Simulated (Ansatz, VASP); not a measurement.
# One calculation of Be, two programs

File INCAR:

```
SYSTEM = Be
PREC     = Accurate       ! precision mode
ENCUT    = 600            ! plane-wave cutoff, eV
EDIFF    = 1E-6           ! SCF threshold, eV
ISMEAR   = -1             ! smearing method
SIGMA    = 0.05           ! smearing width, eV
LREAL    = .FALSE.        ! projectors in reciprocal space
LASPH    = .TRUE.         ! aspherical terms in the spheres
NELM     = 120            ! most SCF steps
ALGO     = Normal         ! electronic algorithm
ISIF     = 2              ! what is computed and relaxed
LWAVE    = .FALSE.        ! write WAVECAR
LCHARG   = .TRUE.         ! write CHGCAR
GGA      = PS             ! functional
LELF     = .TRUE.         ! ELF
LVHAR    = .TRUE.       
NBANDS   = 9              ! bands
GGA_COMPAT= .FALSE.
```

The input KPOINTS:

```
Automatic mesh
0
G
  15 15 15
  0 0 0
```

Contents of POSCAR:

```
Be
1.0
    0.0000000000      1.9965319540      1.9965319540
    1.9965319540      0.0000000000      1.9965319540
    1.9965319540      1.9965319540      0.0000000000
Be
2
Direct
   -0.1250000000     -0.1250000000     -0.1250000000
    0.1250000000      0.1250000000      0.1250000000
```

Input for Ansatz:

```yaml
crystal:
  lattice:
    - [0.0, 1.996531954, 1.996531954]
    - [1.996531954, 0.0, 1.996531954]
    - [1.996531954, 1.996531954, 0.0]
  atoms:
    - { symbol: Be, position: [-0.125, -0.125, -0.125] }
    - { symbol: Be, position: [0.125, 0.125, 0.125] }
kpoints:
  mp_grid: { grid: [15, 15, 15] }
scf:
  occupations: { method: fermi_dirac, width: 0.05 }
hamiltonian:
  xc: pbesol
  pseudopotentials: { kind: paw, level: accurate }
output:
  forces: true
  stress: true
  eigenvalues: true
```

Alike in both runs: task single point; functional PBEsol; k mesh 15 × 15 × 15; occupations fermi-dirac, width 0.05 eV; no spin polarisation.

|  | VASP | Ansatz |
| --- | --- | --- |
| version | VASP 6.6.1 | Ansatz 0.2.0 |
| potentials or method | VASP PAW PBE potentials, release 64 (Be) | PAW with other files of Ansatz's library (level accurate), scalar-relativistic |
| plane-wave cutoff (eV) | 600 | 1007 |
| valence electrons in the cell | 4 | 8 |

|  | VASP | Ansatz | Ansatz less VASP |
| --- | --- | --- | --- |
| pressure (GPa) | 73.6 | 73.0 | -0.68 |

VASP's potentials were made for PBE, not for PBEsol. Both programs put the cell under a high pressure, so it lies far from rest at this level. VASP's potentials hold 4 valence electrons a cell and Ansatz's 8, so a difference there can come from the potentials and not from the codes.

Noted on VASP's run: the cell as given lies far from equilibrium.
